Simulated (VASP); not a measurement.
Wanted: the native input for a VASP 6.6.1 run.

```
Task                   : single point
Functional             : PBE
Potentials or basis    : VASP PAW PBE potentials, release 64 (Sc_sv, Mo_sv)
Cutoff                 : 520 eV
k mesh                 : 4 × 4 × 4
Occupations            : gaussian, width 0.1 eV
Spin                   : no spin polarisation
Dipole correction      : no
Further INCAR settings : ALGO = Normal; EDIFF = 1e-06; NBANDS = 32
```

The structure of Sc3Mo lies in POSCAR:

```
Sc3Mo
1.0
    4.3756074189      0.0000000000      0.0000000000
    0.0000000000      4.3756074189      0.0000000000
    0.0000000000      0.0000000000      4.3756074189
Sc Mo
3 1
Direct
    0.5000000000      0.0000000000      0.5000000000
    0.0000000000      0.5000000000      0.5000000000
    0.5000000000      0.5000000000      0.0000000000
    0.0000000000      0.0000000000      0.0000000000
```

One way to write it, as run:

INCAR

```
  ALGO = Normal
  EDIFF = 1E-6
  ENCUT = 520
  GGA = PE
  ISIF = 2
  ISMEAR = 0
  LASPH = T
  LCHARG = F
  LREAL = F
  LWAVE = F
  NBANDS = 32
  NELM = 60
  PREC = Accurate
  SIGMA = 0.1
```

KPOINTS

```
k-points
0
Gamma
  4 4 4
```

Potentials or basis: VASP PAW PBE potentials, release 64 (Sc_sv, Mo_sv).

The run is started by

```sh
$ cat potpaw_PBE.64/Sc_sv/POTCAR potpaw_PBE.64/Mo_sv/POTCAR > POTCAR
$ mpirun -np 1 vasp_std > vasp.out
```

It gave:

```
Pressure : 0.0 GPa
```

Run time: 20 s on 1 thread of Intel(R) Xeon(R) Platinum 8488C (Sapphire Rapids), on a shared host, peak memory 0.2 GiB.
